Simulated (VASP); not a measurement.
# C2H2 in VASP: further runs

C2H2 is run at these levels: r2SCAN+rVV10, HSE06; tasks: single point.

All numbers are computed with VASP 6.6.1; they aren't measurements. Logs are shortened: lines on timing, memory, paths and dates and some standing lists are left out, and cuts for length are marked.

### Step 1. The cell of the first run

The cell holds a molecule in a box, 4 atoms: a = 12.000 Å, b = 12.500 Å, c = 13.000 Å, α = 90.00°, β = 90.00°, γ = 90.00°.

### Step 2. Single point, r2SCAN+rVV10

File POSCAR:

```
HC
1.0
   12.0000000000      0.0000000000      0.0000000000
    0.0000000000     12.5000000000      0.0000000000
    0.0000000000      0.0000000000     13.0000000000
C H
2 2
Direct
    0.5000000000      0.5000000000      0.5463979933
    0.5000000000      0.5000000000      0.4536020067
    0.5000000000      0.5000000000      0.3712640089
    0.5000000000      0.5000000000      0.6287359911
```

File INCAR.step1:

```
PREC = Accurate
ENCUT = 580
ISMEAR = 0
SIGMA = 0.01
LREAL = False
LASPH = True
NELM = 120
NBANDS = 13
GGA = PE
ALGO = Normal
EDIFF = 1E-5
LWAVE = True
LCHARG = False
GGA_COMPAT = False
NELMDL = -8
```

File INCAR.step2:

```
PREC = Accurate
ENCUT = 580
EDIFF = 1E-6
ISMEAR = 0
SIGMA = 0.01
LREAL = False
LASPH = True
NELM = 120
ALGO = Normal
ISIF = 2
LWAVE = False
LCHARG = True
METAGGA = R2SCAN
LMIXTAU = True
LUSE_VDW = True
IVDW_NL = 2
BPARAM = 11.95
CPARAM = 0.0093
LELF = True
LVHAR = True
NBANDS = 13
ISTART = 1
GGA_COMPAT = False
```

File KPOINTS:

```
Automatic mesh
0
Gamma
  1 1 1
```

Potentials or basis: VASP PAW PBE potentials, release 64 (C, H).

On the command line:

```console
> cat potpaw_PBE.64/C/POTCAR potpaw_PBE.64/H/POTCAR > POTCAR
> cp INCAR.step1 INCAR
> mpirun -np 1 vasp_gam > vasp.out
> cp INCAR.step2 INCAR
> mpirun -np 1 vasp_gam > vasp.out
```

OUTCAR:

```text
PREC = Accurate
   ENCUT = 580
   EDIFF = 1E-6
   ISMEAR = 0
   LREAL = False
   LASPH = True
   NELM = 120
   ISIF = 2
   METAGGA = R2SCAN
   IVDW_NL = 2
   BPARAM = 11.95
   ISTART = 1

 ion  position               nearest neighbor table
   1  0.500  0.500  0.546-   4 1.07   2 1.21
   2  0.500  0.500  0.454-   3 1.07   1 1.21
   3  0.500  0.500  0.371-   2 1.07
   4  0.500  0.500  0.629-   1 1.07

  LATTYP: Found a simple orthorhombic cell.
 ALAT       =    12.0000000000
 B/A-ratio  =     1.0416666667
 C/A-ratio  =     1.0833333333

  Lattice vectors:

 A1 = (  12.0000000000,   0.0000000000,   0.0000000000)
 A2 = (   0.0000000000,  12.5000000000,   0.0000000000)
 A3 = (   0.0000000000,   0.0000000000,  13.0000000000)

Analysis of symmetry for initial positions (statically):
=====================================================================
 Subroutine PRICEL returns:
 Original cell was already a primitive cell.

 Routine SETGRP: Setting up the symmetry group for a
 simple orthorhombic supercell.

 Subroutine GETGRP returns: Found  8 space group operations
 (whereof  8 operations were pure point group operations)
 out of a pool of  8 trial point group operations.

The static configuration has the point symmetry D_2h.

Analysis of symmetry for dynamics (positions and initial velocities):
=====================================================================
 Subroutine PRICEL returns:
 Original cell was already a primitive cell.

 Routine SETGRP: Setting up the symmetry group for a
 simple orthorhombic supercell.

 Subroutine GETGRP returns: Found  8 space group operations
 (whereof  8 operations were pure point group operations)
 out of a pool of  8 trial point group operations.

The dynamic configuration has the point symmetry D_2h.

 Subroutine INISYM returns: Found  8 space group operations
 (whereof  8 operations are pure point group operations),
 and found     1 'primitive' translations

----------------------------------------------------------------------------------------

                                     Primitive cell

  volume of cell :    1950.0000

  direct lattice vectors                    reciprocal lattice vectors
    12.000000000  0.000000000  0.000000000     0.083333333  0.000000000  0.000000000
     0.000000000 12.500000000  0.000000000     0.000000000  0.080000000  0.000000000
     0.000000000  0.000000000 13.000000000     0.000000000  0.000000000  0.076923077

  length of vectors
    12.000000000 12.500000000 13.000000000     0.083333333  0.080000000  0.076923077

  position of ions in fractional coordinates (direct lattice)
     0.500000000  0.500000000  0.546397993
     0.500000000  0.500000000  0.453602007
     0.500000000  0.500000000  0.371264009
     0.500000000  0.500000000  0.628735991

  ion indices of the primitive-cell ions
   primitive index   ion index
                 1           1
                 2           2
                 3           3
                 4           4

----------------------------------------------------------------------------------------

 KPOINTS: Automatic mesh

Automatic generation of k-mesh.
 Grid dimensions read from file:
 generate k-points for:    1    1    1

 Generating k-lattice:

  Cartesian coordinates                     Fractional coordinates (reciprocal lattice)
     0.083333333  0.000000000  0.000000000     1.000000000  0.000000000  0.000000000
     0.000000000  0.080000000  0.000000000     0.000000000  1.000000000  0.000000000
     0.000000000  0.000000000  0.076923077     0.000000000  0.000000000  1.000000000

  Length of vectors
     0.083333333  0.080000000  0.076923077

  Shift w.r.t. Gamma in fractional coordinates (k-lattice)
     0.000000000  0.000000000  0.000000000

 Subroutine IBZKPT returns following result:
 ===========================================

 Found      1 irreducible k-points:

 Following reciprocal coordinates:
            Coordinates               Weight
  0.000000  0.000000  0.000000      1.000000
   k-points           NKPTS =      1   k-points in BZ     NKDIM =      1   number of bands    NBANDS=     13
   number of dos      NEDOS =    301   number of ions     NIONS =      4
   total plane-waves  NPLWV = ******
   dimension x,y,z NGX =    96 NGY =   98 NGZ =  108
   dimension x,y,z NGXF=   192 NGYF=  196 NGZF=  216
   ions per type =               2   2
   NGX,Y,Z   is equivalent  to a cutoff of  13.30, 13.03, 13.81 a.u.
   NGXF,Y,Z  is equivalent  to a cutoff of  26.60, 26.07, 27.62 a.u.
 SYSTEM =  unknown system
   PREC   = accura    normal or accurate (medium, high low for compatibility)
   ISTART =      1    job   : 0-new  1-cont  2-samecut
   ICHARG =      0    charge: 1-file 2-atom 10-const
   ISPIN  =      1    spin polarized calculation?
   LNONCOLLINEAR =      F non collinear calculations
   LSORBIT =      F    spin-orbit coupling
   LASPH  =      T    aspherical Exc in radial PAW
   ENCUT  =  580.0 eV  42.63 Ry    6.53 a.u.  23.56 24.55 25.53*2*pi/ulx,y,z
   NELM   =    120;   NELMIN=  2; NELMDL=  0     # of ELM steps
   EDIFF  = 0.1E-05   stopping-criterion for ELM
   LREAL  =      F    real-space projection
   EDIFFG = 0.1E-04   stopping-criterion for IOM
   NSW    =      0    number of steps for IOM
   IBRION =     -1    ionic relax: 0-MD 1-quasi-New 2-CG
   NFREE  =      0    steps in history (QN), initial steepest desc. (CG)
   ISIF   =      2    stress and relaxation
   ISYM   =      2    0-nonsym 1-usesym 2-fastsym
   POTIM  = 0.5000    time-step for ionic-motion
   TEBEG  =    0.0;   TEEND  =   0.0 temperature during run
   PSTRESS=    0.0 pullay stress
   NELECT =      10.0000    total number of electrons
   NUPDOWN=      -1.0000    fix difference up-down
   EMIN   =  10.00;   EMAX   =-10.00  energy-range for DOS
   EFERMI =   0.00;   METHOD = LEGACY
   ISMEAR =     0;   SIGMA  =   0.01  broadening in eV -4-tet -1-fermi 0-gaus
   EFERMI_NEDOS =   21; number of points for ismear=-14 and -15
   IALGO  =     38    algorithm
   IMIX   =      4    mixing-type and parameters
     AMIX     =   0.40;   BMIX     =  1.00
     AMIX_MAG =   1.60;   BMIX_MAG =  1.00
  volume/ion in A,a.u.               =     487.50      3289.81
  Fermi-wavevector in a.u.,A,eV,Ry     =   0.282312  0.533493  1.084388  0.079700
  Thomas-Fermi vector in A             =   1.132971
   LORBIT       =      0    0 simple, 1 ext, 2 COOP (PROOUT), +10 PAW based schemes
   METAGGA = R2SCAN    functional components
   LHFCALC =     F    Hartree Fock is set to
   AEXX    =    0.0000 exact exchange contribution
   IVDW_NL    =     2    kernel type
   BPARAM     =11.9500
   IVDW    =     0    specifies the selected vdW correction
   LEPSILON=     F    determine dielectric tensor
   LRPA    =     F    only Hartree local field effects (RPA)
 non-spin polarized calculation
 Gauss-broadening in eV      SIGMA  =   0.01
  energy-cutoff  :      580.00
  volume of cell :     1950.00
 maximum number of plane-waves:     30951
 NGX is ok and might be reduce to    96
   NGX = 47   NGY = 49   NGZ = 51

 number of electron      10.0000001 magnetization

 Free energy of the ion-electron system (eV)
  ---------------------------------------------------
  ext. energy  EPLUGINS =         0.00000000
  ---------------------------------------------------
  free energy    TOTEN  =       -23.94422590 eV

  energy without entropy =      -23.94422590  energy(sigma->0) =      -23.94422590

 E-fermi :  -7.1580     XC(G=0):  -0.2374

 val. band max:       -7.2687530493   @ k =   0.0000   0.0000   0.0000
 cond. band min:       0.0725943239   @ k =   0.0000   0.0000   0.0000
 fundamental gap:      7.3413473732
 Fermi energy:        -7.1580355810

 k-point     1 :       0.0000    0.0000    0.0000
  band No.  band energies     occupation
      1     -19.5240      2.00000
      2     -14.5673      2.00000
      3     -12.5117      2.00000
      4      -7.2688      2.00000
      5      -7.2688      2.00000
      6       0.0726      0.00000
      7       0.0897      0.00000
      8       0.0905      0.00000
      9       0.8379      0.00000
     10       0.9593      0.00000
     11       1.0260      0.00000
     12       1.0583      0.00000
     13       1.1045      0.00000

------------------------ aborting loop because EDIFF is reached ----------------------------------------

  FORCE on cell =-STRESS in cart. coord.  units (eV):
  Direction    XX          YY          ZZ          XY          YZ          ZX
  --------------------------------------------------------------------------------------
  -------------------------------------------------------------------------------------
  Total       -0.0464023     -0.0469079     -1.5370246      0.0000000      0.0000000      0.0000000
  in kB       -0.0381255     -0.0385409     -1.2628646      0.0000000      0.0000000      0.0000000
  external PRESSURE =      -0.4465103 kB  Pullay stress =       0.0000000 kB

 VOLUME and BASIS-vectors are now :
 -----------------------------------------------------------------------------
  energy-cutoff  :      580.00
  volume of cell :     1950.00
      direct lattice vectors                 reciprocal lattice vectors
    12.000000000  0.000000000  0.000000000     0.083333333  0.000000000  0.000000000
     0.000000000 12.500000000  0.000000000     0.000000000  0.080000000  0.000000000
     0.000000000  0.000000000 13.000000000     0.000000000  0.000000000  0.076923077

 POSITION                                       TOTAL-FORCE (eV/Angst)
 -----------------------------------------------------------------------------------
      6.00000      6.25000      7.10317         0.000000     -0.000000     -0.444677
      6.00000      6.25000      5.89683         0.000000     -0.000000      0.444677
      6.00000      6.25000      4.82643         0.000000      0.000000      0.281406
      6.00000      6.25000      8.17357         0.000000      0.000000     -0.281406
 -----------------------------------------------------------------------------------
    total drift:                                0.000000      0.000000     -0.000000

  FREE ENERGIE OF THE ION-ELECTRON SYSTEM (eV)
  ---------------------------------------------------
  free  energy   TOTEN  =       -23.9442259047 eV

  energy  without entropy=      -23.9442259047  energy(sigma->0) =      -23.94422590
```

It took 28 min on 1 thread of Intel Xeon 6975P-C (Granite Rapids), shared host; peak memory 5.4 GiB.

What came out:

```
Free energy                     : -23.9442 eV
Largest force                   : 0.445 eV/Å
Gap between the frontier levels : 7.34 eV
```

Forces in eV/Å, atoms in the order of the input:
```
C    0.000  0.000 -0.445
C    0.000  0.000  0.445
H    0.000  0.000  0.281
H    0.000  0.000 -0.281
```

Caveat: the PAW data sets were made with another functional, which shifts forces and pressure a little.

### Step 3. Single point, HSE06

POSCAR is that of step 2.

File INCAR.step1:

```
ALGO = Normal
EDIFF = 1E-5
ENCUT = 520
GGA = PE
GGA_COMPAT = F
ISIF = 2
ISMEAR = 0
LASPH = T
LCHARG = F
LREAL = F
LWAVE = T
NBANDS = 13
NELM = 120
NELMDL = -8
PREC = Accurate
SIGMA = 0.01
```

File INCAR.step2:

```
ALGO = Normal
EDIFF = 1E-6
ENCUT = 520
GGA = PE
GGA_COMPAT = F
HFSCREEN = 0.2079
ISIF = 2
ISMEAR = 0
ISTART = 1
LASPH = T
LCHARG = F
LHFCALC = T
LREAL = F
LWAVE = F
NBANDS = 13
NELM = 120
PREC = Accurate
PRECFOCK = Normal
SIGMA = 0.01
```

File KPOINTS:

```
k-points
0
Gamma
  1 1 1
```

Potentials or basis: VASP PAW PBE potentials, release 64 (C, H).

On the command line:

```console
> cat potpaw_PBE.64/C/POTCAR potpaw_PBE.64/H/POTCAR > POTCAR
> cp INCAR.step1 INCAR
> mpirun -np 1 vasp_gam > vasp.out
> cp INCAR.step2 INCAR
> mpirun -np 1 vasp_gam > vasp.out
```

It took 5.3 min on 1 thread of Intel Xeon 6975P-C (Granite Rapids), shared host; peak memory 1.4 GiB.

It converged, with:

```
Free energy                     : -26.6170 eV
Largest force                   : 0.738 eV/Å
Gap between the frontier levels : 7.70 eV
```

Forces in eV/Å, atoms in the order of the input:
```
C    0.000  0.000 -0.738
C    0.000  0.000  0.738
H    0.000  0.000  0.252
H    0.000  0.000 -0.252
```

Levels at points of the mesh, in eV from the valence-band top:
```
           k point  band 1  band 2  band 3  band 4  band 5  band 6  band 7  band 8  band 9  band 10
(0.00, 0.00, 0.00)  -12.76   -7.51   -5.49    0.00    0.00    7.70    8.16    8.16    8.33     8.61
```

Caveat: the PAW data sets were made with another functional, which shifts forces and pressure a little.
